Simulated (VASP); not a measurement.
# Ti (P6/mmm) in VASP: notebook

The runs below take Ti through single point, with r2SCAN.

All numbers are computed with VASP 6.6.1; they aren't measurements. Logs are shortened: lines on timing, memory, paths and dates and some standing lists are left out, and cuts for length are marked.

### 1 The cell of the first run

It takes space group P6/mmm (No. 191, hexagonal). The conventional cell has a = 4.600 Å, b = 4.600 Å, c = 2.820 Å, α = 90.00°, β = 90.00°, γ = 120.00°. Ti (site symmetry 6/mmm) has 14 Ti at 2.82 to 3.01 Å within 3.7 Å. Ti (site symmetry -6m2) has 11 Ti at 2.66 to 3.01 Å within 3.5 Å.

This isn't the form of Ti at room conditions, which is hcp.

### 2 Single point, r2SCAN

The input, POSCAR:

```
Ti
1.0
    4.6000000000      0.0000000000      0.0000000000
   -2.3000000000      3.9837200000      0.0000000000
    0.0000000000      0.0000000000      2.8200000000
Ti
3
Direct
    0.0000000000      0.0000000000      0.0000000000
    0.3333333333      0.6666666667      0.5000000000
    0.6666666667      0.3333333333      0.5000000000
```

The input, INCAR.step1:

```
ALGO     = Normal         # electronic algorithm
EDIFF    = 1E-4           # SCF threshold, eV
ENCUT    = 520            # plane-wave cutoff, eV
GGA      = PE             # functional
ISMEAR   = -1             # smearing method
LASPH    = T              # aspherical terms in the spheres
LCHARG   = F              # write CHGCAR
LREAL    = F              # projectors in reciprocal space
LWAVE    = T              # write WAVECAR
NBANDS   = 25             # bands
NELM     = 80             # most SCF steps
PREC     = Accurate       # precision mode
SIGMA    = 0.1            # smearing width, eV
```

The input, INCAR.step2:

```
ALGO     = Normal         # electronic algorithm
EDIFF    = 1E-6           # SCF threshold, eV
ENCUT    = 520            # plane-wave cutoff, eV
ISIF     = 2              # what is computed and relaxed
ISMEAR   = -1             # smearing method
ISTART   = 1            
LASPH    = T              # aspherical terms in the spheres
LCHARG   = T              # write CHGCAR
LELF     = T              # ELF
LMIXTAU  = T            
LREAL    = F              # projectors in reciprocal space
LVHAR    = T            
LWAVE    = F              # write WAVECAR
METAGGA  = R2SCAN         # meta-GGA
NBANDS   = 25             # bands
NELM     = 80             # most SCF steps
PREC     = Accurate       # precision mode
SIGMA    = 0.1            # smearing width, eV
```

The input, KPOINTS:

```
k-points
0
Gamma
  9 9 12
```

Potentials or basis: VASP PAW PBE potentials, release 64 (Ti_sv).

Launch:

```bash
> cat potpaw_PBE.64/Ti_sv/POTCAR > POTCAR
> cp INCAR.step1 INCAR
> mpirun -np 1 vasp_std > vasp.out
> cp INCAR.step2 INCAR
> mpirun -np 1 vasp_std > vasp.out
```

OUTCAR:

```text
EDIFF = 1E-6
   ENCUT = 520
   ISIF = 2
   ISMEAR = -1
   ISTART = 1
   LASPH = T
   LREAL = F
   METAGGA = R2SCAN
   NELM = 80
   PREC = Accurate

 ion  position               nearest neighbor table
   1  0.000  0.000  0.000-
   2  0.333  0.667  0.500-   3 2.66   3 2.66   3 2.66
   3  0.667  0.333  0.500-   2 2.66   2 2.66   2 2.66

  LATTYP: Found a hexagonal cell.
 ALAT       =     4.6000000000
 C/A-ratio  =     0.6130434783

  Lattice vectors:

 A1 = (   4.6000000000,   0.0000000000,   0.0000000000)
 A2 = (  -2.3000000000,   3.9837200000,   0.0000000000)
 A3 = (   0.0000000000,   0.0000000000,   2.8200000000)

Analysis of symmetry for initial positions (statically):
=====================================================================
 Subroutine PRICEL returns:
 Original cell was already a primitive cell.

 Routine SETGRP: Setting up the symmetry group for a
 hexagonal supercell.

 Subroutine GETGRP returns: Found 24 space group operations
 (whereof 24 operations were pure point group operations)
 out of a pool of 24 trial point group operations.

The static configuration has the point symmetry D_6h.

Analysis of symmetry for dynamics (positions and initial velocities):
=====================================================================
 Subroutine PRICEL returns:
 Original cell was already a primitive cell.

 Routine SETGRP: Setting up the symmetry group for a
 hexagonal supercell.

 Subroutine GETGRP returns: Found 24 space group operations
 (whereof 24 operations were pure point group operations)
 out of a pool of 24 trial point group operations.

The dynamic configuration has the point symmetry D_6h.

 Subroutine INISYM returns: Found 24 space group operations
 (whereof 24 operations are pure point group operations),
 and found     1 'primitive' translations

----------------------------------------------------------------------------------------

                                     Primitive cell

  volume of cell :      51.6768

  direct lattice vectors                    reciprocal lattice vectors
     4.600000000  0.000000000  0.000000000     0.217391304  0.125510829  0.000000000
    -2.300000000  3.983720000  0.000000000     0.000000000  0.251021658  0.000000000
     0.000000000  0.000000000  2.820000000     0.000000000  0.000000000  0.354609929

  length of vectors
     4.600000000  4.600002722  2.820000000     0.251021807  0.251021658  0.354609929

  position of ions in fractional coordinates (direct lattice)
     0.000000000  0.000000000  0.000000000
     0.333333333  0.666666667  0.500000000
     0.666666667  0.333333333  0.500000000

  ion indices of the primitive-cell ions
   primitive index   ion index
                 1           1
                 2           2
                 3           3

----------------------------------------------------------------------------------------

 KPOINTS: k-points

Automatic generation of k-mesh.
 Grid dimensions read from file:
 generate k-points for:    9    9   12

 Generating k-lattice:

  Cartesian coordinates                     Fractional coordinates (reciprocal lattice)
     0.024154589  0.013945648  0.000000000     0.111111111 -0.000000000  0.000000000
     0.000000000  0.027891295  0.000000000     0.000000000  0.111111111  0.000000000
     0.000000000  0.000000000  0.029550827     0.000000000  0.000000000  0.083333333

  Length of vectors
     0.027891312  0.027891295  0.029550827

  Shift w.r.t. Gamma in fractional coordinates (k-lattice)
     0.000000000  0.000000000  0.000000000

 Subroutine IBZKPT returns following result:
 ===========================================

 Found     84 irreducible k-points:

 Following reciprocal coordinates:
            Coordinates               Weight
  0.000000  0.000000  0.000000      1.000000
  0.111111  0.000000  0.000000      6.000000
  0.222222  0.000000  0.000000      6.000000
  0.333333  0.000000  0.000000      6.000000
  0.444444  0.000000  0.000000      6.000000
  0.111111  0.111111  0.000000      6.000000
[... 16 lines left out ...]
  0.333333  0.222222  0.083333     24.000000
  0.333333  0.333333  0.083333      4.000000
 [... further k-points ...]
   k-points           NKPTS =     84   k-points in BZ     NKDIM =     84   number of bands    NBANDS=     25
   number of dos      NEDOS =    301   number of ions     NIONS =      3
   total plane-waves  NPLWV =  31104
   dimension x,y,z NGX =    36 NGY =   36 NGZ =   24
   dimension x,y,z NGXF=    72 NGYF=   72 NGZF=   48
   ions per type =               3
   NGX,Y,Z   is equivalent  to a cutoff of  13.01, 13.01, 14.15 a.u.
   NGXF,Y,Z  is equivalent  to a cutoff of  26.02, 26.02, 28.30 a.u.
 SYSTEM =  unknown system
   PREC   = accura    normal or accurate (medium, high low for compatibility)
   ISTART =      1    job   : 0-new  1-cont  2-samecut
   ICHARG =      0    charge: 1-file 2-atom 10-const
   ISPIN  =      1    spin polarized calculation?
   LNONCOLLINEAR =      F non collinear calculations
   LSORBIT =      F    spin-orbit coupling
   LASPH  =      T    aspherical Exc in radial PAW
   ENCUT  =  520.0 eV  38.22 Ry    6.18 a.u.   8.55  8.55  5.24*2*pi/ulx,y,z
   NELM   =     80;   NELMIN=  2; NELMDL=  0     # of ELM steps
   EDIFF  = 0.1E-05   stopping-criterion for ELM
   LREAL  =      F    real-space projection
   EDIFFG = 0.1E-04   stopping-criterion for IOM
   NSW    =      0    number of steps for IOM
   IBRION =     -1    ionic relax: 0-MD 1-quasi-New 2-CG
   NFREE  =      0    steps in history (QN), initial steepest desc. (CG)
   ISIF   =      2    stress and relaxation
   ISYM   =      2    0-nonsym 1-usesym 2-fastsym
   POTIM  = 0.5000    time-step for ionic-motion
   TEBEG  =    0.0;   TEEND  =   0.0 temperature during run
   PSTRESS=    0.0 pullay stress
   NELECT =      36.0000    total number of electrons
   NUPDOWN=      -1.0000    fix difference up-down
   EMIN   =  10.00;   EMAX   =-10.00  energy-range for DOS
   EFERMI =   0.00;   METHOD = LEGACY
   ISMEAR =    -1;   SIGMA  =   0.10  broadening in eV -4-tet -1-fermi 0-gaus
   EFERMI_NEDOS =   21; number of points for ismear=-14 and -15
   IALGO  =     38    algorithm
   IMIX   =      4    mixing-type and parameters
     AMIX     =   0.40;   BMIX     =  1.00
     AMIX_MAG =   1.60;   BMIX_MAG =  1.00
  volume/ion in A,a.u.               =      17.23       116.24
  Fermi-wavevector in a.u.,A,eV,Ry     =   1.451255  2.742474 28.655792  2.106141
  Thomas-Fermi vector in A             =   2.568773
   LORBIT       =      0    0 simple, 1 ext, 2 COOP (PROOUT), +10 PAW based schemes
   METAGGA = R2SCAN    functional components
   LHFCALC =     F    Hartree Fock is set to
   AEXX    =    0.0000 exact exchange contribution
   IVDW    =     0    specifies the selected vdW correction
   LEPSILON=     F    determine dielectric tensor
   LRPA    =     F    only Hartree local field effects (RPA)
 non-spin polarized calculation
  energy-cutoff  :      520.00
  volume of cell :       51.68
 maximum number of plane-waves:      1416
 NGX is ok and might be reduce to    36
   NGX = 17   NGY = 17   NGZ = 11

 number of electron      35.9999981 magnetization

 Free energy of the ion-electron system (eV)
  ---------------------------------------------------
  ext. energy  EPLUGINS =         0.00000000
  ---------------------------------------------------
  free energy    TOTEN  =       -38.93764352 eV

  energy without entropy =      -38.84992086  energy(sigma->0) =      -38.89378219

 E-fermi :   8.3442     XC(G=0): -12.4406

 val. band max:        8.3378392282   @ k =   0.0000   0.0000   0.0000
 cond. band min:       8.3517587174   @ k =   0.3333   0.3333   0.2500
 fundamental gap:      0.0139194892
 Fermi energy:         8.3441788112

 k-point     1 :       0.0000    0.0000    0.0000
  band No.  band energies     occupation
      1     -50.8814      2.00000
      2     -50.6534      2.00000
      3     -50.4987      2.00000
      4     -26.1429      2.00000
      5     -26.1429      2.00000
      6     -26.0819      2.00000
[... 17 lines left out ...]
     24      10.3683      0.00000
     25      10.4909      0.00000

 k-point     2 :       0.1111    0.0000    0.0000
  band No.  band energies     occupation
      1     -50.8794      2.00000
      2     -50.6509      2.00000
      3     -50.5033      2.00000
      4     -26.1934      2.00000
      5     -26.1819      2.00000
      6     -26.0301      2.00000
[... 17 lines left out ...]
     24      10.1642      0.00000
     25      10.7680      0.00000

 k-point     3 :       0.2222    0.0000    0.0000
  band No.  band energies     occupation
      1     -50.8745      2.00000
      2     -50.6431      2.00000
      3     -50.5165      2.00000
      4     -26.2559      2.00000
      5     -26.2015      2.00000
      6     -25.9640      2.00000
[... 17 lines left out ...]
     24      10.1893      0.00000
     25      11.1001      0.00000

 k-point     4 :       0.3333    0.0000    0.0000
  band No.  band energies     occupation
      1     -50.8691      2.00000
      2     -50.6302      2.00000
      3     -50.5352      2.00000
      4     -26.3030      2.00000
      5     -26.1768      2.00000
      6     -25.9125      2.00000
[... 17 lines left out ...]
     24      10.6030      0.00000
     25      11.2293      0.00000
[... 477 lines left out ...]
 k-point    22 :       0.2222    0.2222    0.0833
  band No.  band energies     occupation
      1     -50.8630      2.00000
      2     -50.6172      2.00000
      3     -50.5428      2.00000
      4     -26.2386      2.00000
      5     -26.2186      2.00000
      6     -25.9915      2.00000
[... 17 lines left out ...]
     24      10.7513      0.00000
     25      10.9241      0.00000

 k-point    23 :       0.3333    0.2222    0.0833
  band No.  band energies     occupation
      1     -50.8608      2.00000
      2     -50.6008      2.00000
      3     -50.5617      2.00000
      4     -26.2439      2.00000
      5     -26.1633      2.00000
      6     -26.0660      2.00000
[... 17 lines left out ...]
     24      10.5638      0.00000
     25      11.1305      0.00000

 k-point    24 :       0.3333    0.3333    0.0833
  band No.  band energies     occupation
      1     -50.8601      2.00000
      2     -50.5816      2.00000
      3     -50.5816      2.00000
      4     -26.1659      2.00000
      5     -26.1658      2.00000
      6     -26.1596      2.00000
[... 17 lines left out ...]
     24      10.4281      0.00000
     25      11.3845      0.00000

 [... further k-points ...]
[... 5 lines left out ...]
  --------------------------------------------------------------------------------------
  -------------------------------------------------------------------------------------
  Total       -0.4780907     -0.4780915      0.0725355      0.0000000      0.0000000     -0.0000000
  in kB      -14.8226254    -14.8226487      2.2488753      0.0000000      0.0000000     -0.0000000
  external PRESSURE =      -9.1321329 kB  Pullay stress =       0.0000000 kB

 VOLUME and BASIS-vectors are now :
 -----------------------------------------------------------------------------
  energy-cutoff  :      520.00
  volume of cell :       51.68
      direct lattice vectors                 reciprocal lattice vectors
     4.600000000  0.000000000  0.000000000     0.217391304  0.125510829  0.000000000
    -2.300000000  3.983720000  0.000000000     0.000000000  0.251021658  0.000000000
     0.000000000  0.000000000  2.820000000     0.000000000  0.000000000  0.354609929

 POSITION                                       TOTAL-FORCE (eV/Angst)
 -----------------------------------------------------------------------------------
      0.00000      0.00000      0.00000        -0.000000      0.000000     -0.000000
     -0.00000      2.65581      1.41000        -0.000000     -0.000000      0.000000
      2.30000      1.32791      1.41000         0.000000      0.000000     -0.000000
 -----------------------------------------------------------------------------------
    total drift:                                0.000000      0.000000     -0.000000

  FREE ENERGIE OF THE ION-ELECTRON SYSTEM (eV)
  ---------------------------------------------------
  free  energy   TOTEN  =       -38.9376435238 eV

  energy  without entropy=      -38.8499208625  energy(sigma->0) =      -38.89378219
```

Wall time 2.8 min (1 thread of Intel Xeon 6975P-C (Granite Rapids), shared host); peak memory 0.23 GiB.

What came out:

- Free energy: -38.9376 eV
- Pressure: -0.9 GPa
- Band gap on the k mesh: zero (bands 18 and 19 overlap by 0.16 eV)

Levels at points of the mesh, in eV from the Fermi level:
```
           k point  band 15  band 16  band 17  band 18  band 19  band 20  band 21  band 22
(0.00, 0.00, 0.00)    -0.78    -0.78    -0.75    -0.75    -0.01     0.80     1.45     1.45
(0.00, 0.00, 0.50)    -2.13    -1.91    -1.72    -1.72     1.12     1.12     1.41     1.41
```

Caveat: the PAW data sets were made with another functional, which shifts forces and pressure a little.

(Continued in part 2 of 2.)
